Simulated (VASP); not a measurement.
# Ti (P6_3/mmc) in VASP: single point with PBEsol

Aim: the single point of Ti with PBEsol.

Program: VASP 6.6.1. These are calculated values, not measurements. Logs are shortened: lines on timing, memory, paths and dates and some standing lists are left out, and cuts for length are marked.

### Step 1. The cell of the first run

It takes space group P6_3/mmc (No. 194, hexagonal). The conventional cell has a = 2.851 Å, b = 2.851 Å, c = 4.517 Å, α = 90.00°, β = 90.00°, γ = 120.00°. Ti (site symmetry -6m2) has 12 Ti at 2.79 to 2.85 Å within 3.7 Å.

### Step 2. Single point, PBEsol (volume scaled by 0.95)

File INCAR:

```
PREC     = Accurate       # precision mode
ENCUT    = 520            # plane-wave cutoff, eV
EDIFF    = 1E-7           # SCF threshold, eV
ISMEAR   = -1             # smearing method
SIGMA    = 0.08           # smearing width, eV
LREAL    = F              # projectors in reciprocal space
LASPH    = T              # aspherical terms in the spheres
NELM     = 80             # most SCF steps
ALGO     = Normal         # electronic algorithm
ISIF     = 2              # what is computed and relaxed
LWAVE    = F              # write WAVECAR
LCHARG   = F              # write CHGCAR
GGA      = PS             # functional
NBANDS   = 19             # bands
```

File KPOINTS:

```
Automatic mesh
0
Gamma
  17 17 9
```

File POSCAR:

```
Ti
1.0
    2.8508401546      0.0000000000      0.0000000000
   -1.4254200773      2.4688999960      0.0000000000
    0.0000000000      0.0000000000      4.5173987903
Ti
2
Direct
    0.3333333333      0.6666666667      0.2500000000
    0.6666666667      0.3333333333      0.7500000000
```

Potentials or basis: VASP PAW PBE potentials, release 64 (Ti_sv).

The run is started by

```bash
cat potpaw_PBE.64/Ti_sv/POTCAR > POTCAR
mpirun -np 1 vasp_std > vasp.out
```

OUTCAR:

```text
PREC = Accurate
   ENCUT = 520
   EDIFF = 1E-7
   ISMEAR = -1
   LREAL = F
   LASPH = T
   NELM = 80
   ISIF = 2
   GGA = PS

 ion  position               nearest neighbor table
   1  0.333  0.667  0.250-   2 2.79   2 2.79   2 2.79   2 2.79   2 2.79   2 2.79
   2  0.667  0.333  0.750-   1 2.79   1 2.79   1 2.79   1 2.79   1 2.79   1 2.79

  LATTYP: Found a hexagonal cell.
 ALAT       =     2.8508401546
 C/A-ratio  =     1.5845850856

  Lattice vectors:

 A1 = (   2.8508401546,   0.0000000000,   0.0000000000)
 A2 = (  -1.4254200773,   2.4688999960,   0.0000000000)
 A3 = (   0.0000000000,   0.0000000000,   4.5173987903)

Analysis of symmetry for initial positions (statically):
=====================================================================
 Subroutine PRICEL returns:
 Original cell was already a primitive cell.

 Routine SETGRP: Setting up the symmetry group for a
 hexagonal supercell.

 Subroutine GETGRP returns: Found 24 space group operations
 (whereof 12 operations were pure point group operations)
 out of a pool of 24 trial point group operations.

The static configuration has the point symmetry D_3d.
 The point group associated with its full space group is D_6h.

Analysis of symmetry for dynamics (positions and initial velocities):
=====================================================================
 Subroutine PRICEL returns:
 Original cell was already a primitive cell.

 Routine SETGRP: Setting up the symmetry group for a
 hexagonal supercell.

 Subroutine GETGRP returns: Found 24 space group operations
 (whereof 12 operations were pure point group operations)
 out of a pool of 24 trial point group operations.

The dynamic configuration has the point symmetry D_3d.
 The point group associated with its full space group is D_6h.

 Subroutine INISYM returns: Found 24 space group operations
 (whereof 12 operations are pure point group operations),
 and found     1 'primitive' translations

----------------------------------------------------------------------------------------

                                     Primitive cell

  volume of cell :      31.7954

  direct lattice vectors                    reciprocal lattice vectors
     2.850840155  0.000000000  0.000000000     0.350773788  0.202519341  0.000000000
[... 75 lines left out ...]
   NGXF,Y,Z  is equivalent  to a cutoff of  27.99, 27.99, 26.50 a.u.
 SYSTEM =  unknown system
   PREC   = accura    normal or accurate (medium, high low for compatibility)
   ISTART =      0    job   : 0-new  1-cont  2-samecut
   ICHARG =      2    charge: 1-file 2-atom 10-const
   ISPIN  =      1    spin polarized calculation?
   LNONCOLLINEAR =      F non collinear calculations
   LSORBIT =      F    spin-orbit coupling
   LASPH  =      T    aspherical Exc in radial PAW
   ENCUT  =  520.0 eV  38.22 Ry    6.18 a.u.   5.30  5.30  8.40*2*pi/ulx,y,z
   NELM   =     80;   NELMIN=  2; NELMDL= -5     # of ELM steps
   EDIFF  = 0.1E-06   stopping-criterion for ELM
   LREAL  =      F    real-space projection
   EDIFFG = 0.1E-05   stopping-criterion for IOM
   NSW    =      0    number of steps for IOM
   IBRION =     -1    ionic relax: 0-MD 1-quasi-New 2-CG
   NFREE  =      0    steps in history (QN), initial steepest desc. (CG)
   ISIF   =      2    stress and relaxation
   ISYM   =      2    0-nonsym 1-usesym 2-fastsym
   POTIM  = 0.5000    time-step for ionic-motion
   TEBEG  =    0.0;   TEEND  =   0.0 temperature during run
   PSTRESS=    0.0 pullay stress
   NELECT =      24.0000    total number of electrons
   NUPDOWN=      -1.0000    fix difference up-down
   EMIN   =  10.00;   EMAX   =-10.00  energy-range for DOS
   EFERMI =   0.00;   METHOD = LEGACY
   ISMEAR =    -1;   SIGMA  =   0.08  broadening in eV -4-tet -1-fermi 0-gaus
   EFERMI_NEDOS =   21; number of points for ismear=-14 and -15
   IALGO  =     38    algorithm
   IMIX   =      4    mixing-type and parameters
     AMIX     =   0.40;   BMIX     =  1.00
     AMIX_MAG =   1.60;   BMIX_MAG =  1.00
  volume/ion in A,a.u.               =      15.90       107.28
  Fermi-wavevector in a.u.,A,eV,Ry     =   1.490586  2.816799 30.230050  2.221846
  Thomas-Fermi vector in A             =   2.603349
   LORBIT       =      0    0 simple, 1 ext, 2 COOP (PROOUT), +10 PAW based schemes
   GGA     = PS    functional components
   LHFCALC =     F    Hartree Fock is set to
   AEXX    =    0.0000 exact exchange contribution
   IVDW    =     0    specifies the selected vdW correction
   LEPSILON=     F    determine dielectric tensor
   LRPA    =     F    only Hartree local field effects (RPA)
 non-spin polarized calculation
  energy-cutoff  :      520.00
  volume of cell :       31.80
 maximum number of plane-waves:       870
 NGX is ok and might be reduce to    24
   NGX = 11   NGY = 11   NGZ = 17

 number of electron      24.0000005 magnetization

 Free energy of the ion-electron system (eV)
  ---------------------------------------------------
  ext. energy  EPLUGINS =         0.00000000
  ---------------------------------------------------
  free energy    TOTEN  =       -16.67016357 eV

  energy without entropy =      -16.62635459  energy(sigma->0) =      -16.64825908

 E-fermi :   9.1615     XC(G=0): -12.0649

 val. band max:        9.1584449031   @ k =   0.3529   0.2353   0.4444
 cond. band min:       9.1621772359   @ k =   0.1176   0.0588   0.0000
 fundamental gap:      0.0037323327
 Fermi energy:         9.1615410285

 k-point     1 :       0.0000    0.0000    0.0000
  band No.  band energies     occupation
      1     -47.3101      2.00000
      2     -47.1114      2.00000
      3     -24.1109      2.00000
      4     -23.2638      2.00000
      5     -23.2638      2.00000
      6     -23.1586      2.00000
[... 505 lines left out ...]
      6     -23.3765      2.00000
[... 11 lines left out ...]
     18      12.4771      0.00000
     19      12.9720      0.00000

 [... further k-points ...]
[... 5 lines left out ...]
  --------------------------------------------------------------------------------------
  -------------------------------------------------------------------------------------
  Total        1.2447702      1.2447702      1.2548711      0.0000000      0.0000000      0.0000000
  in kB       62.7241750     62.7241750     63.2331622      0.0000000      0.0000000      0.0000000
  external PRESSURE =      62.8938374 kB  Pullay stress =       0.0000000 kB

 VOLUME and BASIS-vectors are now :
 -----------------------------------------------------------------------------
  energy-cutoff  :      520.00
  volume of cell :       31.80
      direct lattice vectors                 reciprocal lattice vectors
     2.850840155  0.000000000  0.000000000     0.350773788  0.202519341  0.000000000
    -1.425420077  2.468899996  0.000000000     0.000000000  0.405038682  0.000000000
     0.000000000  0.000000000  4.517398790     0.000000000  0.000000000  0.221366332

 POSITION                                       TOTAL-FORCE (eV/Angst)
 -----------------------------------------------------------------------------------
     -0.00000      1.64593      1.12935         0.000000      0.000000      0.000000
      1.42542      0.82297      3.38805        -0.000000      0.000000      0.000000
 -----------------------------------------------------------------------------------
    total drift:                               -0.000000      0.000000     -0.000000

  FREE ENERGIE OF THE ION-ELECTRON SYSTEM (eV)
  ---------------------------------------------------
  free  energy   TOTEN  =       -16.6701635735 eV

  energy  without entropy=      -16.6263545882  energy(sigma->0) =      -16.64825908
```

OSZICAR:

```text
N       E                     dE             d eps       ncg     rms          rms(c)
DAV:   1     0.262080130109E+03    0.26208E+03   -0.12989E+04  6278   0.160E+03
DAV:   2     0.116427722734E+02   -0.25044E+03   -0.24629E+03  6464   0.442E+02
DAV:   3    -0.175415926598E+02   -0.29184E+02   -0.28810E+02 11616   0.124E+02
DAV:   4    -0.186690832737E+02   -0.11275E+01   -0.11258E+01  7281   0.255E+01
DAV:   5    -0.187176754295E+02   -0.48592E-01   -0.48588E-01  9160   0.390E+00    0.136E+01
DAV:   6    -0.166691289662E+02    0.20485E+01   -0.69170E+00  7317   0.274E+01    0.357E+00
DAV:   7    -0.166451862084E+02    0.23943E-01   -0.81327E-01  9436   0.678E+00    0.217E+00
DAV:   8    -0.166791239632E+02   -0.33938E-01   -0.24306E-01  6711   0.571E+00    0.853E-01
DAV:   9    -0.166694860847E+02    0.96379E-02   -0.51074E-02  6885   0.247E+00    0.868E-02
DAV:  10    -0.166701567104E+02   -0.67063E-03   -0.44823E-03  9053   0.380E-01    0.876E-02
DAV:  11    -0.166701777909E+02   -0.21080E-04   -0.11043E-04  7938   0.821E-02    0.470E-02
DAV:  12    -0.166701636829E+02    0.14108E-04   -0.59024E-05  6927   0.719E-02    0.246E-03
DAV:  13    -0.166701634965E+02    0.18632E-06   -0.18470E-06  7638   0.138E-02    0.301E-03
DAV:  14    -0.166701635735E+02   -0.77000E-07   -0.17827E-07  5812   0.340E-03
   1 F= -.16670164E+02 E0= -.16648259E+02  d E =-.438090E-01
```

It took 1.8 min on 1 thread of Intel Xeon 8259CL, shared host; peak memory 0.21 GiB.

Results:

- Free energy: -16.6702 eV
- Pressure: 6.3 GPa
- Band gap on the k mesh: zero (band 12 reaches 9.99 eV, above the bottom of band 13 at 8.88 eV)

Caveat: the PAW data sets were made with another functional, which shifts forces and pressure a little.
